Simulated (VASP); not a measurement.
Wanted: the native input for a VASP 6.6.1 run.

- Task: single point
- Functional: LDA
- Potentials or basis: VASP PAW LDA potentials, release 64 (Mg, Au)
- Cutoff: 520 eV
- k mesh: 9 × 9 × 9
- Occupations: methfessel-paxton, width 0.1 eV
- Spin: no spin polarisation
- Dipole correction: no
- Further INCAR settings: ALGO = Normal; EDIFF = 1e-06; NBANDS = 14

The structure of MgAu lies in POSCAR:

```
MgAu
1.0
    3.3333349278      0.0000000000      0.0000000000
    0.0000000000      3.3333349278      0.0000000000
    0.0000000000      0.0000000000      3.3333349278
Mg Au
1 1
Direct
    0.5000000000      0.5000000000      0.5000000000
    0.0000000000      0.0000000000      0.0000000000
```

These files were run (other wordings do the same):

INCAR

```
PREC     = Accurate       # precision mode
ENCUT    = 520            # plane-wave cutoff, eV
EDIFF    = 1E-6           # SCF threshold, eV
ISMEAR   = 1              # smearing method
SIGMA    = 0.1            # smearing width, eV
LREAL    = F              # projectors in reciprocal space
LASPH    = T              # aspherical terms in the spheres
NELM     = 100            # most SCF steps
ALGO     = Normal         # electronic algorithm
ISIF     = 2              # what is computed and relaxed
LWAVE    = F              # write WAVECAR
LCHARG   = T              # write CHGCAR
GGA      = CA             # functional
LELF     = T              # ELF
LVHAR    = T            
NBANDS   = 14             # bands
```

KPOINTS

```
Automatic mesh
0
Gamma
  9 9 9
```

Potentials or basis: VASP PAW LDA potentials, release 64 (Mg, Au).

The run is started by

```bash
$ cat potpaw_LDA.64/Mg/POTCAR potpaw_LDA.64/Au/POTCAR > POTCAR
$ mpirun -np 1 vasp_std > vasp.out
```

It gave:

The pressure is -8.6 GPa.

Wall time 27 s on 1 thread of Intel Xeon 8259CL, on a shared host, peak memory 0.15 GiB.
